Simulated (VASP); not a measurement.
Runs of VASP 6.6.1 on Au. The structure is that of space group Fm-3m (No. 225), or close to it. The cells are those of the table. 

```csv
task,cell,cutoff (eV),k mesh for the DOS,occupations for the DOS,gap on the mesh (eV),pressure (GPa)
single point,"a = 2.916 Å, angles 60.0°, 1 atom",520,-,-,none,(b)
relaxation of cell and atoms,"relaxed from a = 2.878 Å, angles 60.0°, 1 atom",600,-,-,none,0.0
single point,"a = 2.767 Å, angles 60.0°, 1 atom",520,-,-,none,31.8
single point,"a = 2.981 Å, angles 60.0°, 1 atom",520,-,-,none,-12.9
single point,"a = 2.829 Å, angles 60.0°, 1 atom",520,-,-,none,12.6
single point,"a = 2.858 Å, angles 60.0°, 1 atom",520,-,-,none,(a)
single point,"a = 2.888 Å, angles 60.0°, 1 atom",520,-,-,none,-0.3
```

Alike in all rows: level PBEsol; potentials or basis VASP PAW PBE potentials, release 64 (Au); no spin polarisation; k mesh 18 × 18 × 18; smearing gaussian 0.1 eV.

Task: Estimate the missing entries.

Result: (a) 5.5; (b) -5.0.

Caveats: the PAW data sets were made with another functional, which shifts forces and pressure a little; spin-orbit coupling is left out, which moves the levels of the heavy elements.

A k mesh can miss the band edges, and the runs leave out spin-orbit coupling on Au.

A gap of «none» marks levels without a gap at the run's occupations.
